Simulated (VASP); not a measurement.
Wanted: the native input for a VASP 6.6.1 run.

| Quantity | Value |
| --- | --- |
| Task | single point |
| Functional | PBEsol |
| Potentials or basis | VASP PAW PBE potentials, release 64 (Zn, O) |
| Cutoff | 520 eV |
| k mesh | 9 × 9 × 6 |
| Occupations | gaussian, width 0.05 eV |
| Spin | no spin polarisation |
| Dipole correction | no |
| Further INCAR settings | ALGO = Normal; EDIFF = 1e-06; NBANDS = 26 |

The structure of ZnO lies in POSCAR:

```
ZnO
1.0
    3.1681637558      0.0000000000      0.0000000000
   -1.5840818779      2.7437102959      0.0000000000
    0.0000000000      0.0000000000      5.4639900000
Zn O
2 2
Direct
    0.3333333333      0.6666666667      0.0000000000
    0.6666666667      0.3333333333      0.5000000000
    0.3333333333      0.6666666667      0.3821000000
    0.6666666667      0.3333333333      0.8821000000
```

This cell differs from its parent crystal: strain -0.025 along x and y, +0.050 along z.

One way to write it, as run:

INCAR

```
SYSTEM = ZnO
PREC = Accurate
ENCUT = 520
EDIFF = 1E-6
ISMEAR = 0
SIGMA = 0.05
LREAL = .FALSE.
LASPH = .TRUE.
NELM = 60
ALGO = Normal
ISIF = 2
LWAVE = .FALSE.
LCHARG = .FALSE.
GGA = PS
NBANDS = 26
```

KPOINTS

```
Automatic mesh
0
G
  9 9 6
  0 0 0
```

Potentials or basis: VASP PAW PBE potentials, release 64 (Zn, O).

The run is started by

```sh
$ cat potpaw_PBE.64/Zn/POTCAR potpaw_PBE.64/O/POTCAR > POTCAR
$ mpirun -np 1 vasp_std > vasp.out
```

Results of the run:

| Quantity | Value |
| --- | --- |
| Pressure | 1.1 GPa |
| Largest force | 0.522 eV/Å |
| Band gap on the k mesh | 0.56 eV, direct |

Caveat: the cell differs from its parent crystal (strain -0.025 along x and y, +0.050 along z); the PAW data sets were made with another functional, which shifts forces and pressure a little.

Run time: 20 s on 1 thread of Intel(R) Xeon(R) 6975P-C (Granite Rapids), with other jobs on the host, peak memory 0.19 GiB.
